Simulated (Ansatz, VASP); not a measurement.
One calculation of Mg8HO8, two programs

```
Mg O H
1.0
     0.00000    4.20520    4.20520
     4.20520    0.00000    4.20520
     4.20520    4.20520    0.00000
Mg O H
8 8 1
Cartesian
  0.0044 -0.0019 -0.0031
  2.1085 2.1022 -0.0030
  2.1085 -0.0018 2.1010
  4.1978 2.1141 2.1129
  0.0043 2.1023 2.1011
  2.1206 4.1912 2.1131
  2.1207 2.1144 4.1900
  4.1977 4.1913 4.1901
  2.1098 2.1035 2.1023
  4.2084 4.2021 2.1023
  4.2084 2.1035 4.2009
  6.3595 4.1575 4.1563
  2.1097 4.2021 4.2009
  4.1638 6.3532 4.1564
  4.1639 4.1576 6.3520
  6.3595 6.3533 6.3521
  5.2622 5.2552 5.2539
```

Alike in both runs: functional PBE; k mesh 2 × 2 × 2; occupations gaussian, width 0.05 eV; collinear spin.

Ansatz relaxed the structure, and its values are those at the end. VASP's run is a single point on that final structure, the one shown.

|  | VASP | Ansatz |
| --- | --- | --- |
| version | VASP 6.6.1 | Ansatz 0.2.0 |
| potentials or method | VASP PAW PBE potentials, release 64 (Mg, O, H), cutoff 520 eV | scalar-relativistic, plane waves, PAW |
| valence electrons in the cell | 65 | 129 |

Ansatz gave:

| Property | Result |
| --- | --- |
| rms of the force components (eV/Å) | 0.007 |
| net moment per atom (μB) | 0.04 |
| size of the moment on the site where the two differ most (μB) | 0.32 |

Estimate VASP's values.

rms of the force components (eV/Å): 0.009; net moment per atom (μB): 0.04; size of the moment on the site where the two differ most (μB): 0.22.

Site moments also hang on the region over which each program counts them. VASP's potentials hold 65 valence electrons a cell and Ansatz's 129, so a difference there can come from the potentials and not from the codes.

The k mesh is coarse, so the values compare programs but aren't converged.
